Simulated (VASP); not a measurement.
## WSe2: single point with PBEsol

WSe2:

```
W Se
1.0
     3.23889    0.00000    0.00000
    -1.61944    2.80496    0.00000
     0.00000    0.00000    6.78961
W Se
1 2
Cartesian
  0.0000 0.0000 0.0000
  0.0000 1.8700 1.7207
  1.6194 0.9350 5.0689
```

| Item | Value |
| --- | --- |
| Program | VASP 6.6.1 |
| Task | single point |
| Functional | PBEsol |
| Potentials or basis | VASP PAW PBE potentials, release 64 (W_sv, Se) |
| Cutoff | 520 eV |
| k mesh | 10 × 10 × 6 |
| Occupations | gaussian, width 0.05 eV |
| Spin | collinear spin |
| Starting moments | [2.0, 0.0, 0.0] μB |
| Dipole correction | no |
| Further INCAR settings | ALGO = Normal; EDIFF = 1e-06; NBANDS = 24 |

- Pressure: 0.4 GPa
- Largest force: 0.052 eV/Å
- Band gap on the k mesh: zero (filled and empty bands overlap)
- Net moment: 0.00 μB per cell
- Valence electrons inside the program's atomic spheres: W 11.99; Se 3.87

Forces on the atoms (eV/Å):
```
W    0.000  0.000  0.000
Se   0.000  0.000  0.052
Se   0.000  0.000 -0.052
```

Stress tensor (GPa, compression positive):
```
0.35 0.00 0.00
0.00 0.35 0.00
0.00 0.00 0.48
```

Levels at points of the mesh, in eV from the Fermi level:
Spin up:
```csv
k point,band 11,band 12,band 13,band 14,band 15,band 16
"(0.00, 0.00, 0.00)",-1.91,-0.65,-0.65,0.43,0.43,3.48
"(0.50, 0.00, 0.00)",-3.56,-2.24,-1.48,1.69,1.74,3.22
"(0.00, 0.00, 0.50)",-0.82,-0.65,-0.65,0.35,0.35,3.65
"(0.50, 0.00, 0.50)",-2.72,-2.64,-1.30,1.69,2.09,3.40
```
Spin down:
```csv
k point,band 11,band 12,band 13,band 14,band 15,band 16
"(0.00, 0.00, 0.00)",-1.91,-0.65,-0.65,0.43,0.43,3.48
"(0.50, 0.00, 0.00)",-3.56,-2.24,-1.48,1.69,1.74,3.22
"(0.00, 0.00, 0.50)",-0.82,-0.65,-0.65,0.35,0.35,3.65
"(0.50, 0.00, 0.50)",-2.72,-2.64,-1.30,1.69,2.09,3.40
```

Run time: 110 s on 1 thread of Intel(R) Xeon(R) Platinum 8488C (Sapphire Rapids) (shared host), peak memory 0.3 GiB.

Caveat: the PAW data sets were made with another functional, which shifts forces and pressure a little; spin-orbit coupling is left out, which moves the levels of the heavy elements; this functional lacks dispersion, which binds layers or chains, so the pressure and a relaxed spacing across them are unreliable.
